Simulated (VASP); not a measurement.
Br, 3 atoms in the cell. Symmetry: P6_422, No. 181, hexagonal system. Conventional cell: a = 3.877 Å, b = 3.877 Å, c = 4.245 Å, α = 90.00°, β = 90.00°, γ = 120.00°. Within 3.2 Å of Br (site symmetry 222) lie 4 Br at 2.40 Å. The cell was built from a structure type or drawn by symmetry, and may not be a known phase.

| Quantity | Value |
| --- | --- |
| Program | VASP 6.6.1 |
| Task | relaxation of cell and atoms |
| Functional | PBE |
| Potentials or basis | VASP PAW PBE potentials, release 64 (Br) |
| Cutoff | 600 eV |
| k mesh | 6 × 6 × 4 |
| Occupations | gaussian, width 0.1 eV |
| Spin | no spin polarisation |
| Dipole correction | no |
| Further INCAR settings | ALGO = Normal; EDIFF = 1e-06; IBRION = 2; EDIFFG = -0.04; NSW = 90; ISIF = 3 |

Potentials or basis: VASP PAW PBE potentials, release 64 (Br).

Command:

```console
$ cat potpaw_PBE.64/Br/POTCAR > POTCAR
$ mpirun -np 1 vasp_std > vasp.out
```

Hardware: 1 thread of Intel Xeon 8259CL, with other jobs on the host.

Problem. How long does it take, and how much memory?

Solution. Run time: 3.4 min on 1 thread of Intel Xeon 8259CL, on a shared host, peak memory 0.19 GiB. Counts: scf iterations 120, k points 21, ion steps 15.
